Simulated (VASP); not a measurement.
# Mg (P6_3/mmc) in VASP: notebook, part 2 of 2

VASP 6.6.1. The steps go on from the part before.

## 3. Single point, PBE

This run uses another cell than the first one, of 22.95 Å³/atom, 1.250 times its volume.

The input, INCAR:

```
SYSTEM = Mg
PREC = Accurate
ENCUT = 520
EDIFF = 1E-6
ISMEAR = 0
SIGMA = 0.05
LREAL = .False.
LASPH = .True.
NELM = 60
ALGO = Fast
ISIF = 2
LWAVE = .False.
LCHARG = .True.
GGA = PE
LELF = .True.
LVHAR = .True.
NBANDS = 9
```

The input, KPOINTS:

```
regular mesh
0
Gamma
  16 16 10
  0 0 0
```

The input, POSCAR:

```
Mg
1.0
    3.1974277695      0.0000000000      0.0000000000
   -1.5987138847      2.7690536751      0.0000000000
    0.0000000000      0.0000000000      5.1838506506
Mg
2
Direct
    0.3333333333      0.6666666667      0.2500000000
    0.6666666667      0.3333333333      0.7500000000
```

Potentials or basis: VASP PAW PBE potentials, release 64 (Mg).

Started as:

```bash
$ cat potpaw_PBE.64/Mg/POTCAR > POTCAR
$ mpirun -np 1 vasp_std > vasp.out
```

OUTCAR:

```text
SYSTEM = Mg
   PREC = Accurate
   ENCUT = 520
   EDIFF = 1E-6
   ISMEAR = 0
   LREAL = .False.
   LASPH = .True.
   NELM = 60
   ISIF = 2
   GGA = PE

 ion  position               nearest neighbor table
   1  0.333  0.667  0.250-   2 3.18   2 3.18   2 3.18   2 3.18   2 3.18   2 3.18
   2  0.667  0.333  0.750-   1 3.18   1 3.18   1 3.18   1 3.18   1 3.18   1 3.18

  LATTYP: Found a hexagonal cell.
 ALAT       =     3.1974277695
 C/A-ratio  =     1.6212565300

  Lattice vectors:

 A1 = (   3.1974277695,   0.0000000000,   0.0000000000)
 A2 = (  -1.5987138847,   2.7690536751,   0.0000000000)
 A3 = (   0.0000000000,   0.0000000000,   5.1838506506)

Analysis of symmetry for initial positions (statically):
=====================================================================
 Subroutine PRICEL returns:
 Original cell was already a primitive cell.

 Routine SETGRP: Setting up the symmetry group for a
 hexagonal supercell.

 Subroutine GETGRP returns: Found 24 space group operations
 (whereof 12 operations were pure point group operations)
 out of a pool of 24 trial point group operations.

The static configuration has the point symmetry D_3d.
 The point group associated with its full space group is D_6h.

Analysis of symmetry for dynamics (positions and initial velocities):
=====================================================================
 Subroutine PRICEL returns:
 Original cell was already a primitive cell.

 Routine SETGRP: Setting up the symmetry group for a
 hexagonal supercell.

 Subroutine GETGRP returns: Found 24 space group operations
 (whereof 12 operations were pure point group operations)
 out of a pool of 24 trial point group operations.

The dynamic configuration has the point symmetry D_3d.
 The point group associated with its full space group is D_6h.

 Subroutine INISYM returns: Found 24 space group operations
 (whereof 12 operations are pure point group operations),
 and found     1 'primitive' translations

----------------------------------------------------------------------------------------

                                     Primitive cell

  volume of cell :      45.8970

  direct lattice vectors                    reciprocal lattice vectors
     3.197427769  0.000000000  0.000000000     0.312751396  0.180567103  0.000000000
    -1.598713885  2.769053675  0.000000000     0.000000000  0.361134206  0.000000000
     0.000000000  0.000000000  5.183850651     0.000000000  0.000000000  0.192906792

  length of vectors
     3.197427769  3.197427769  5.183850651     0.361134206  0.361134206  0.192906792

  position of ions in fractional coordinates (direct lattice)
     0.333333333  0.666666667  0.250000000
     0.666666667  0.333333333  0.750000000

  ion indices of the primitive-cell ions
   primitive index   ion index
                 1           1
                 2           2

----------------------------------------------------------------------------------------

 KPOINTS: regular mesh

Automatic generation of k-mesh.
 Grid dimensions read from file:
 generate k-points for:   16   16   10

[... 22 lines left out ...]
  0.125000  0.000000  0.000000      6.000000
  0.187500  0.000000  0.000000      6.000000
  0.250000  0.000000  0.000000      6.000000
  0.312500  0.000000  0.000000      6.000000
[... 16 lines left out ...]
  0.187500  0.187500  0.000000      6.000000
  0.250000  0.187500  0.000000     12.000000
 [... further k-points ...]
   k-points           NKPTS =    180   k-points in BZ     NKDIM =    180   number of bands    NBANDS=      9
   number of dos      NEDOS =    301   number of ions     NIONS =      2
   total plane-waves  NPLWV =  23040
   dimension x,y,z NGX =    24 NGY =   24 NGZ =   40
   dimension x,y,z NGXF=    48 NGYF=   48 NGZF=   80
   ions per type =               2
   NGX,Y,Z   is equivalent  to a cutoff of  12.48, 12.48, 12.83 a.u.
   NGXF,Y,Z  is equivalent  to a cutoff of  24.96, 24.96, 25.66 a.u.
 SYSTEM =  Mg
   PREC   = accura    normal or accurate (medium, high low for compatibility)
   ISTART =      0    job   : 0-new  1-cont  2-samecut
   ICHARG =      2    charge: 1-file 2-atom 10-const
   ISPIN  =      1    spin polarized calculation?
   LNONCOLLINEAR =      F non collinear calculations
   LSORBIT =      F    spin-orbit coupling
   LASPH  =      T    aspherical Exc in radial PAW
   ENCUT  =  520.0 eV  38.22 Ry    6.18 a.u.   5.95  5.95  9.64*2*pi/ulx,y,z
   NELM   =     60;   NELMIN=  2; NELMDL= -5     # of ELM steps
   EDIFF  = 0.1E-05   stopping-criterion for ELM
   LREAL  =      F    real-space projection
   EDIFFG = 0.1E-04   stopping-criterion for IOM
   NSW    =      0    number of steps for IOM
   IBRION =     -1    ionic relax: 0-MD 1-quasi-New 2-CG
   NFREE  =      0    steps in history (QN), initial steepest desc. (CG)
   ISIF   =      2    stress and relaxation
   ISYM   =      2    0-nonsym 1-usesym 2-fastsym
   POTIM  = 0.5000    time-step for ionic-motion
   TEBEG  =    0.0;   TEEND  =   0.0 temperature during run
   PSTRESS=    0.0 pullay stress
   NELECT =       4.0000    total number of electrons
   NUPDOWN=      -1.0000    fix difference up-down
   EMIN   =  10.00;   EMAX   =-10.00  energy-range for DOS
   EFERMI =   0.00;   METHOD = LEGACY
   ISMEAR =     0;   SIGMA  =   0.05  broadening in eV -4-tet -1-fermi 0-gaus
   EFERMI_NEDOS =   21; number of points for ismear=-14 and -15
   IALGO  =     68    algorithm
   IMIX   =      4    mixing-type and parameters
     AMIX     =   0.40;   BMIX     =  1.00
     AMIX_MAG =   1.60;   BMIX_MAG =  1.00
  volume/ion in A,a.u.               =      22.95       154.86
  Fermi-wavevector in a.u.,A,eV,Ry     =   0.725827  1.371615  7.167893  0.526825
  Thomas-Fermi vector in A             =   1.816647
   LORBIT       =      0    0 simple, 1 ext, 2 COOP (PROOUT), +10 PAW based schemes
   GGA     = PE    functional components
   LHFCALC =     F    Hartree Fock is set to
   AEXX    =    0.0000 exact exchange contribution
   IVDW    =     0    specifies the selected vdW correction
   LEPSILON=     F    determine dielectric tensor
   LRPA    =     F    only Hartree local field effects (RPA)
 non-spin polarized calculation
 RMM-DIIS sequential band-by-band and
 Gauss-broadening in eV      SIGMA  =   0.05
  energy-cutoff  :      520.00
  volume of cell :       45.90
 maximum number of plane-waves:      1260
 NGX is ok and might be reduce to    24
   NGX = 11   NGY = 11   NGZ = 19

 number of electron       4.0000000 magnetization

 Free energy of the ion-electron system (eV)
  ---------------------------------------------------
  ext. energy  EPLUGINS =         0.00000000
  ---------------------------------------------------
  free energy    TOTEN  =        -3.00699978 eV

  energy without entropy =       -3.00606907  energy(sigma->0) =       -3.00653442

 E-fermi :   2.6553     XC(G=0):  -8.4922

 val. band max:        2.6264363382   @ k =   0.3125   0.3125   0.2000
 cond. band min:       2.6932498766   @ k =   0.3125   0.2500   0.2000
 fundamental gap:      0.0668135384
 Fermi energy:         2.6552942379

 k-point     1 :       0.0000    0.0000    0.0000
  band No.  band energies     occupation
      1      -4.2978      2.00000
      2       0.9582      2.00000
      3       1.4070      2.00000
      4      13.5618      0.00000
      5      13.5618      0.00000
      6      13.6731      0.00000
      7      13.6731      0.00000
      8      14.4756      0.00000
      9      16.0473      0.00000
[... 265 lines left out ...]
 k-point    24 :       0.2500    0.1875    0.0000
  band No.  band energies     occupation
      1      -1.4946      2.00000
      2       3.5611      0.00000
      3       3.6512      0.00000
      4       4.7008      0.00000
      5       5.8384      0.00000
      6       9.1860      0.00000
      7      10.1104      0.00000
      8      10.4862      0.00000
      9      11.5134      0.00000

 [... further k-points ...]

------------------------ aborting loop because EDIFF is reached ----------------------------------------

  FORCE on cell =-STRESS in cart. coord.  units (eV):
  Direction    XX          YY          ZZ          XY          YZ          ZX
  --------------------------------------------------------------------------------------
  -------------------------------------------------------------------------------------
  Total       -0.0349812     -0.0349812     -0.0358579     -0.0000000      0.0000000      0.0000000
  in kB       -1.2211254     -1.2211254     -1.2517318     -0.0000000      0.0000000      0.0000000
  external PRESSURE =      -1.2313275 kB  Pullay stress =       0.0000000 kB

 VOLUME and BASIS-vectors are now :
 -----------------------------------------------------------------------------
  energy-cutoff  :      520.00
  volume of cell :       45.90
      direct lattice vectors                 reciprocal lattice vectors
     3.197427769  0.000000000  0.000000000     0.312751396  0.180567103  0.000000000
    -1.598713885  2.769053675  0.000000000     0.000000000  0.361134206  0.000000000
     0.000000000  0.000000000  5.183850651     0.000000000  0.000000000  0.192906792

 POSITION                                       TOTAL-FORCE (eV/Angst)
 -----------------------------------------------------------------------------------
     -0.00000      1.84604      1.29596        -0.000000     -0.000000      0.000000
      1.59871      0.92302      3.88789         0.000000      0.000000      0.000000
 -----------------------------------------------------------------------------------
    total drift:                                0.000000     -0.000000      0.000000

  FREE ENERGIE OF THE ION-ELECTRON SYSTEM (eV)
  ---------------------------------------------------
  free  energy   TOTEN  =        -3.0069997784 eV

  energy  without entropy=       -3.0060690716  energy(sigma->0) =       -3.00653442
```

Run time: 19 s. Hardware: 1 thread of Intel Xeon Platinum 8375C at 2.90GHz (Ice Lake), shared host; peak memory 0.2 GiB.

What came out:

- Free energy: -3.0070 eV
- Pressure: -0.1 GPa
- Band gap on the k mesh: zero (band 2 reaches 3.63 eV, above the bottom of band 3 at 1.41 eV)

## 4. Single point, PBE (volume scaled by 1.040)

The input, INCAR:

```
SYSTEM = Mg
  ALGO = Normal
  EDIFF = 1E-7
  ENCUT = 520
  GGA = PE
  ISIF = 2
  ISMEAR = 0
  LASPH = .TRUE.
  LCHARG = .FALSE.
  LREAL = .FALSE.
  LWAVE = .FALSE.
  NBANDS = 9
  NELM = 80
  PREC = Accurate
  SIGMA = 0.05
```

The input, KPOINTS:

```
k-points
0
G
  16 16 10
  0 0 0
```

The input, POSCAR:

```
Mg
1.0
    3.2395040127      0.0000000000      0.0000000000
   -1.6197520063      2.8054927706      0.0000000000
    0.0000000000      0.0000000000      5.2520670346
Mg
2
Direct
    0.3333333333      0.6666666667      0.2500000000
    0.6666666667      0.3333333333      0.7500000000
```

Started as:

```bash
$ cat potpaw_PBE.64/Mg/POTCAR > POTCAR
$ mpirun -np 1 vasp_std > vasp.out
```

Wall time 25 s (1 thread of Intel Xeon Platinum 8375C at 2.90GHz (Ice Lake), shared host); peak memory 0.2 GiB.

Results (log left out):

| Quantity | Value |
| --- | --- |
| Free energy | -2.9978 eV |
| Pressure | -1.4 GPa |
| Band gap on the k mesh | zero (band 2 reaches 3.42 eV, above the bottom of band 3 at 1.20 eV) |

Levels at points of the mesh, in eV from the Fermi level:
| k point | band 1 | band 2 | band 3 | band 4 | band 5 | band 6 | band 7 |
| --- | --- | --- | --- | --- | --- | --- | --- |
| (0.00, 0.00, 0.00) | -6.79 | -1.64 | -1.25 | 10.68 | 10.68 | 10.71 | 10.71 |
| (0.50, 0.00, 0.00) | -2.13 | -2.10 | 2.58 | 2.99 | 3.16 | 3.57 | 6.64 |
| (0.00, 0.00, 0.50) | -5.43 | -5.43 | 4.92 | 4.92 | 11.42 | 11.42 | 11.42 |
| (0.50, 0.00, 0.50) | -1.08 | -1.08 | -0.48 | -0.48 | 7.80 | 7.80 | 7.88 |

Caveat: the cell differs from its parent crystal (volume scaled by 1.040).

## 5. Single point, PBE (volume scaled by 0.840)

The input, INCAR:

```
SYSTEM = Mg
PREC = Accurate
ENCUT = 520
EDIFF = 1E-6
ISMEAR = 0
SIGMA = 0.05
LREAL = .False.
LASPH = .True.
NELM = 60
ALGO = Normal
ISIF = 2
LWAVE = .False.
LCHARG = .True.
GGA = PE
LELF = .True.
LVHAR = .True.
NBANDS = 9
```

The input, KPOINTS:

```
regular mesh
0
Gamma
  18 18 10
  0 0 0
```

The input, POSCAR:

```
Mg
1.0
    3.0168971481      0.0000000000      0.0000000000
   -1.5084485740      2.6127095708      0.0000000000
    0.0000000000      0.0000000000      4.8911642019
Mg
2
Direct
    0.3333333333      0.6666666667      0.2500000000
    0.6666666667      0.3333333333      0.7500000000
```

Started as:

```bash
$ cat potpaw_PBE.64/Mg/POTCAR > POTCAR
$ mpirun -np 1 vasp_std > vasp.out
```

It took 25 s on 1 thread of Intel Xeon Platinum 8375C at 2.90GHz (Ice Lake), shared host; peak memory 0.2 GiB.

Results (log left out):

| Quantity | Value |
| --- | --- |
| Free energy | -2.8430 eV |
| Pressure | 8.8 GPa |
| Band gap on the k mesh | zero (band 2 reaches 4.59 eV, above the bottom of band 3 at 2.40 eV) |

Stress tensor (GPa, compression positive):
```
8.82 0.00 0.00
0.00 8.82 0.00
0.00 0.00 8.69
```

Levels at points of the mesh, in eV from the Fermi level:
| k point | band 1 | band 2 | band 3 | band 4 | band 5 |
| --- | --- | --- | --- | --- | --- |
| (0.00, 0.00, 0.00) | -7.71 | -1.96 | -1.21 | 11.98 | 11.98 |
| (0.50, 0.00, 0.00) | -2.45 | -2.28 | 2.95 | 3.09 | 3.84 |
| (0.00, 0.00, 0.50) | -6.14 | -6.14 | 5.61 | 5.61 | 12.75 |
| (0.50, 0.00, 0.50) | -1.29 | -1.29 | -0.39 | -0.39 | 8.64 |

Caveat: the cell differs from its parent crystal (volume scaled by 0.840).

## 6. Overview

```csv
cell,k mesh,gap on the mesh (eV),pressure (GPa)
"a = 2.970, b = 2.970, c = 4.805 Å, angles 90.0, 90.0, 120.0°, 2 atoms",18 × 18 × 10,none,12.4
"a = 3.197, b = 3.197, c = 5.184 Å, angles 90.0, 90.0, 120.0°, 2 atoms",16 × 16 × 10,none,-0.1
"a = 3.240, b = 3.240, c = 5.252 Å, angles 90.0, 90.0, 120.0°, 2 atoms",16 × 16 × 10,none,-1.4
"a = 3.017, b = 3.017, c = 4.891 Å, angles 90.0, 90.0, 120.0°, 2 atoms",18 × 18 × 10,none,8.8
```

Alike in all rows: task single point; level PBE; potentials or basis VASP PAW PBE potentials, release 64 (Mg); no spin polarisation; cutoff (eV) 520; smearing gaussian 0.05 eV.

Absolute energies hang on the potentials; compare differences alone.
